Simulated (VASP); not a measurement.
Write the native input for VASP 6.6.1 that does the following.

| Property | Result |
| --- | --- |
| Task | single point |
| Functional | LDA |
| Potentials or basis | VASP PAW LDA potentials, release 64 (Cd, S) |
| Cutoff | 520 eV |
| k mesh | 6 × 6 × 4 |
| Occupations | fermi-dirac, width 0.02 eV |
| Spin | no spin polarisation |
| Dipole correction | no |
| Further INCAR settings | ALGO = Normal; EDIFF = 1e-07; NBANDS = 16 |

The structure of CdS lies in POSCAR:

```
CdS
1.0
    4.2611700000     -0.0213058500      0.0000000000
   -2.1490314000      3.7009329000      0.0000000000
    0.0000000000      0.0000000000      5.8041700000
Cd S
1 1
Direct
    0.0000000000      0.0000000000      0.4426900000
    0.6666666667      0.3333333333      0.4343100000
```

These files were run (other wordings do the same):

INCAR

```
SYSTEM = CdS
ALGO = Normal
EDIFF = 1E-7
ENCUT = 520
GGA = CA
ISIF = 2
ISMEAR = -1
LASPH = .True.
LCHARG = .False.
LREAL = .False.
LWAVE = .False.
NBANDS = 16
NELM = 60
PREC = Accurate
SIGMA = 0.02
```

KPOINTS

```
k-points
0
Gamma
  6 6 4
  0 0 0
```

Potentials or basis: VASP PAW LDA potentials, release 64 (Cd, S).

The run is started by

```sh
$ cat potpaw_LDA.64/Cd/POTCAR potpaw_LDA.64/S/POTCAR > POTCAR
$ mpirun -np 1 vasp_std > vasp.out
```

Results of the run:

```
Pressure               : -2.3 GPa
Largest force          : 0.076 eV/Å
Band gap on the k mesh : 1.27 eV, indirect (the least direct gap lies 4.3 meV higher)
```

It took 120 s on 1 thread of AMD EPYC 7R43 64-Core Processor (Zen 3), with other jobs on the host, peak memory 0.21 GiB.
